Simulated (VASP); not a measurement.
## Mo: single point with LDA

Crystal: Mo.

```
Mo
1.0
     0.00000    1.98477    1.95455
     1.98477    0.00000    1.95455
     1.98477    1.98477    0.00000
Mo
1
Direct
  0.00000 0.00000 0.00000
```

This cell differs from its parent crystal: strain -0.015 along x and y, -0.030 along z.

```yaml
Program: VASP 6.6.1
Task: single point
Functional: LDA
Potentials_or_basis: VASP PAW LDA potentials, release 64 (Mo_sv)
Cutoff: 520 eV
k_mesh: 20 × 20 × 20
Occupations: gaussian, width 0.15 eV
Spin: no spin polarisation
```

```
Pressure               : -1.5 GPa
Band gap on the k mesh : zero (bands 7 and 8 overlap by 4.95 eV)
```

Stress tensor (GPa, compression positive):
```
-0.45  0.00  0.00
 0.00 -0.45  0.00
 0.00  0.00 -3.69
```

Levels at points of the mesh, in eV from the Fermi level:
```csv
k point,band 5,band 6,band 7,band 8,band 9,band 10
"(0.00, 0.00, 0.00)",-6.84,-0.84,-0.84,-0.65,1.90,2.17
"(0.50, 0.00, 0.00)",-4.80,-1.10,-0.89,1.75,4.20,4.32
"(0.50, 0.50, 0.00)",-5.25,-4.55,4.19,4.51,4.92,4.92
"(0.50, 0.00, 0.50)",-5.23,-4.51,4.20,4.20,4.80,5.00
```

Run time: 64 s on 1 thread of Intel(R) Xeon(R) Platinum 8375C CPU @ 2.90GHz (Ice Lake), on a shared host, peak memory 0.23 GiB.

Caveat: the cell differs from its parent crystal (strain -0.015 along x and y, -0.030 along z).
